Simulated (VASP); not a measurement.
# Au (Fd-3m) in VASP: single point with PBE

Aim: the single point of Au with PBE.

All numbers are computed with VASP 6.6.1; they aren't measurements. Logs are shortened: lines on timing, memory, paths and dates and some standing lists are left out, and cuts for length are marked.

**1. The cell of the first run**

Symmetry: Fd-3m, No. 227, cubic system. Conventional cell: a = 6.160 Å, b = 6.160 Å, c = 6.160 Å, α = 90.00°, β = 90.00°, γ = 90.00°. Au (site symmetry -43m) has 4 Au at 2.67 Å within 3.5 Å.

This isn't the form of Au at room conditions, which is fcc.

**2. Single point, PBE, non-collinear spin, zero start, spin-orbit coupling**

Contents of INCAR:

```
ALGO = Normal
EDIFF = 1E-6
ENCUT = 500
GGA = PE
GGA_COMPAT = False
ISIF = 2
ISMEAR = -1
LASPH = True
LCHARG = False
LMAXMIX = 4
LORBIT = 11
LORBMOM = True
LREAL = False
LSORBIT = True
LWAVE = False
MAGMOM = 0 0 0 0 0 0
NBANDS = 34
NELM = 200
PREC = Accurate
SIGMA = 0.1
```

Contents of KPOINTS:

```
k-points
0
Gamma
  9 9 9
```

Contents of POSCAR:

```
Au
1.0
    0.0000000000      3.0799760835      3.0799760835
    3.0799760835      0.0000000000      3.0799760835
    3.0799760835      3.0799760835      0.0000000000
Au
2
Direct
    0.1250000000      0.1250000000      0.1250000000
    0.8750000000      0.8750000000      0.8750000000
```

Potentials or basis: VASP PAW PBE potentials, release 64 (Au).

Started as:

```console
$ cat potpaw_PBE.64/Au/POTCAR > POTCAR
$ mpirun -np 1 vasp_ncl > vasp.out
```

OUTCAR:

```text
EDIFF = 1E-6
   ENCUT = 500
   GGA = PE
   ISIF = 2
   ISMEAR = -1
   LASPH = True
   LORBIT = 11
   LREAL = False
   LSORBIT = True
   NELM = 200
   PREC = Accurate

 ion  position               nearest neighbor table
   1  0.125  0.125  0.125-   2 2.67   2 2.67   2 2.67   2 2.67
   2  0.875  0.875  0.875-   1 2.67   1 2.67   1 2.67   1 2.67

  LATTYP: Found a face centered cubic cell.
 ALAT       =     6.1599521670

  Lattice vectors:

 A1 = (   0.0000000000,   3.0799760835,   3.0799760835)
 A2 = (   3.0799760835,   0.0000000000,   3.0799760835)
 A3 = (   3.0799760835,   3.0799760835,   0.0000000000)

Analysis of symmetry for initial positions (statically):
=====================================================================
 Subroutine PRICEL returns:
 Original cell was already a primitive cell.

 Routine SETGRP: Setting up the symmetry group for a
 face centered cubic supercell.

 Subroutine GETGRP returns: Found 48 space group operations
 (whereof 12 operations were pure point group operations)
 out of a pool of 48 trial point group operations.

The static configuration has the point symmetry D_3d.
 The point group associated with its full space group is O_h .

Analysis of symmetry for dynamics (positions and initial velocities):
=====================================================================
 Subroutine PRICEL returns:
 Original cell was already a primitive cell.

 Routine SETGRP: Setting up the symmetry group for a
 face centered cubic supercell.

 Subroutine GETGRP returns: Found 48 space group operations
 (whereof 12 operations were pure point group operations)
 out of a pool of 48 trial point group operations.

The dynamic configuration has the point symmetry D_3d.
 The point group associated with its full space group is O_h .

Analysis of structural, dynamic, and magnetic symmetry:
=====================================================================
 Subroutine PRICEL returns:
 Original cell was already a primitive cell.

 Routine SETGRP: Setting up the symmetry group for a
 face centered cubic supercell.

 Subroutine GETGRP returns: Found 48 space group operations
 (whereof 12 operations were pure point group operations)
 out of a pool of 48 trial point group operations.

The overall configuration has the point symmetry D_3d.
 The point group associated with its full space group is O_h .

 Subroutine INISYM returns: Found 48 space group operations
 (whereof 12 operations are pure point group operations),
 and found     1 'primitive' translations

----------------------------------------------------------------------------------------

                                     Primitive cell

  volume of cell :      58.4349

  direct lattice vectors                    reciprocal lattice vectors
     0.000000000  3.079976084  3.079976084    -0.162338923  0.162338923  0.162338923
     3.079976084  0.000000000  3.079976084     0.162338923 -0.162338923  0.162338923
     3.079976084  3.079976084  0.000000000     0.162338923  0.162338923 -0.162338923

  length of vectors
     4.355743949  4.355743949  4.355743949     0.281179263  0.281179263  0.281179263

  position of ions in fractional coordinates (direct lattice)
     0.125000000  0.125000000  0.125000000
     0.875000000  0.875000000  0.875000000

  ion indices of the primitive-cell ions
   primitive index   ion index
                 1           1
                 2           2

----------------------------------------------------------------------------------------

 KPOINTS: k-points

Automatic generation of k-mesh.
 Grid dimensions read from file:
 generate k-points for:    9    9    9

 Generating k-lattice:

[... 96 lines left out ...]

 number of electron      21.9999997 magnetization       0.0000000     -0.0000000     -0.0000000

 number of electron      21.9999996 magnetization       0.0000000      0.0000000      0.0000000

 number of electron      21.9999996 magnetization      -0.0000000      0.0000000      0.0000000

 Free energy of the ion-electron system (eV)
  ---------------------------------------------------
  ext. energy  EPLUGINS =         0.00000000
  ---------------------------------------------------
  free energy    TOTEN  =        -5.56742303 eV

  energy without entropy =       -5.54064222  energy(sigma->0) =       -5.55403263

 E-fermi :   2.8241     XC(G=0):  -9.3166

 val. band max:        2.6402923249   @ k =  -0.3333   0.4444   0.2222
 cond. band min:       2.8442818987   @ k =  -0.4444   0.2222   0.0000
 fundamental gap:      0.2039895738
 Fermi energy:         2.8240763599

 k-point     1 :       0.0000    0.0000    0.0000
  band No.  band energies     occupation
      1      -3.1218      1.00000
      2      -3.1218      1.00000
      3      -1.7412      1.00000
      4      -1.7412      1.00000
      5      -1.7412      1.00000
      6      -1.7412      1.00000
[... 877 lines left out ...]
     33      19.0637      0.00000
     34      19.0637      0.00000

 [... further k-points ...]

------------------------ aborting loop because EDIFF is reached ----------------------------------------

  FORCE on cell =-STRESS in cart. coord.  units (eV):
  Direction    XX          YY          ZZ          XY          YZ          ZX
  --------------------------------------------------------------------------------------
  -------------------------------------------------------------------------------------
  Total       -0.2934291     -0.2934291     -0.2934291     -0.0000000     -0.0000000     -0.0000000
  in kB       -8.0452909     -8.0452909     -8.0452909     -0.0000000     -0.0000000     -0.0000000
  external PRESSURE =      -8.0452909 kB  Pullay stress =       0.0000000 kB

 VOLUME and BASIS-vectors are now :
 -----------------------------------------------------------------------------
  energy-cutoff  :      500.00
  volume of cell :       58.43
      direct lattice vectors                 reciprocal lattice vectors
     0.000000000  3.079976084  3.079976084    -0.162338923  0.162338923  0.162338923
     3.079976084  0.000000000  3.079976084     0.162338923 -0.162338923  0.162338923
     3.079976084  3.079976084  0.000000000     0.162338923  0.162338923 -0.162338923

 POSITION                                       TOTAL-FORCE (eV/Angst)
 -----------------------------------------------------------------------------------
      0.76999      0.76999      0.76999         0.000000      0.000000      0.000000
      5.38996      5.38996      5.38996        -0.000000     -0.000000     -0.000000
 -----------------------------------------------------------------------------------
    total drift:                                0.000000     -0.000000     -0.000000

  FREE ENERGIE OF THE ION-ELECTRON SYSTEM (eV)
  ---------------------------------------------------
  free  energy   TOTEN  =        -5.5674230326 eV

  energy  without entropy=       -5.5406422217  energy(sigma->0) =       -5.55403263

 orbital moment (x)

 # of ion     p       d       tot
 ----------------------------------------
  1        -0.000  -0.000  -0.000
  2        -0.000  -0.000  -0.000
 ----------------------------------------
           -0.000  -0.000  -0.000

 orbital moment (y)

 # of ion     p       d       tot
 ----------------------------------------
  1         0.000  -0.000  -0.000
  2         0.000   0.000   0.000
 ----------------------------------------
            0.000  -0.000  -0.000

 orbital moment (z)

 # of ion     p       d       tot
 ----------------------------------------
  1         0.000   0.000   0.000
  2         0.000   0.000   0.000
 ----------------------------------------
            0.000   0.000   0.000

 Spin-Orbit-Coupling matrix elements

 Ion:    1  E_soc:     -0.5416072
 l=   1
     0.0000000    -0.0200509    -0.0200509
    -0.0200509     0.0000000    -0.0200509
    -0.0200509    -0.0200509     0.0000000
 l=   2
     0.0000000    -0.0146741     0.0000000    -0.0146741    -0.0555429
    -0.0146741     0.0000000    -0.0416572    -0.0146741    -0.0138857
     0.0000000    -0.0416572     0.0000000    -0.0416572     0.0000000
    -0.0146741    -0.0146741    -0.0416572     0.0000000    -0.0138857
    -0.0555429    -0.0138857     0.0000000    -0.0138857     0.0000000
 l=   3
     0.0000000     0.0000000     0.0000000     0.0000000     0.0000000     0.0000000     0.0000000
     0.0000000     0.0000000     0.0000000     0.0000000     0.0000000     0.0000000     0.0000000
     0.0000000     0.0000000     0.0000000     0.0000000     0.0000000     0.0000000     0.0000000
     0.0000000     0.0000000     0.0000000     0.0000000     0.0000000     0.0000000     0.0000000
     0.0000000     0.0000000     0.0000000     0.0000000     0.0000000     0.0000000     0.0000000
     0.0000000     0.0000000     0.0000000     0.0000000     0.0000000     0.0000000     0.0000000
     0.0000000     0.0000000     0.0000000     0.0000000     0.0000000     0.0000000     0.0000000

 Ion:    2  E_soc:     -0.5416072
 l=   1
     0.0000000    -0.0200509    -0.0200509
    -0.0200509     0.0000000    -0.0200509
    -0.0200509    -0.0200509     0.0000000
 l=   2
     0.0000000    -0.0146741     0.0000000    -0.0146741    -0.0555429
    -0.0146741     0.0000000    -0.0416572    -0.0146741    -0.0138857
     0.0000000    -0.0416572     0.0000000    -0.0416572     0.0000000
    -0.0146741    -0.0146741    -0.0416572     0.0000000    -0.0138857
    -0.0555429    -0.0138857     0.0000000    -0.0138857     0.0000000
 l=   3
     0.0000000     0.0000000     0.0000000     0.0000000     0.0000000     0.0000000     0.0000000
     0.0000000     0.0000000     0.0000000     0.0000000     0.0000000     0.0000000     0.0000000
     0.0000000     0.0000000     0.0000000     0.0000000     0.0000000     0.0000000     0.0000000
     0.0000000     0.0000000     0.0000000     0.0000000     0.0000000     0.0000000     0.0000000
     0.0000000     0.0000000     0.0000000     0.0000000     0.0000000     0.0000000     0.0000000
     0.0000000     0.0000000     0.0000000     0.0000000     0.0000000     0.0000000     0.0000000
     0.0000000     0.0000000     0.0000000     0.0000000     0.0000000     0.0000000     0.0000000

 total charge

# of ion       s       p       d       tot
------------------------------------------
    1        0.611   0.224   8.765   9.600
    2        0.611   0.224   8.765   9.600
--------------------------------------------------
tot          1.223   0.447  17.530  19.200

 magnetization (x)

# of ion       s       p       d       tot
------------------------------------------
    1       -0.000   0.000   0.000  -0.000
    2        0.000   0.000   0.000   0.000
--------------------------------------------------
tot          0.000   0.000   0.000   0.000

 magnetization (y)

# of ion       s       p       d       tot
------------------------------------------
    1        0.000  -0.000   0.000  -0.000
    2        0.000  -0.000   0.000  -0.000
--------------------------------------------------
tot          0.000  -0.000   0.000  -0.000

 magnetization (z)

# of ion       s       p       d       tot
------------------------------------------
    1        0.000   0.000   0.000   0.000
    2       -0.000   0.000   0.000   0.000
--------------------------------------------------
tot         -0.000   0.000   0.000   0.000
```

It took 2 min on 1 thread of Intel Xeon 8259CL, shared host; peak memory 0.34 GiB.

Results:

```
Free energy                                           : -5.5674 eV
Pressure                                              : -0.8 GPa
Net moment                                            : 0.00 μB per cell
Valence electrons inside the program's atomic spheres : Au 9.60
```

Moments on the atoms (μB; x, y, z):
```
Au  0.00 0.00 0.00
Au  0.00 0.00 0.00
```
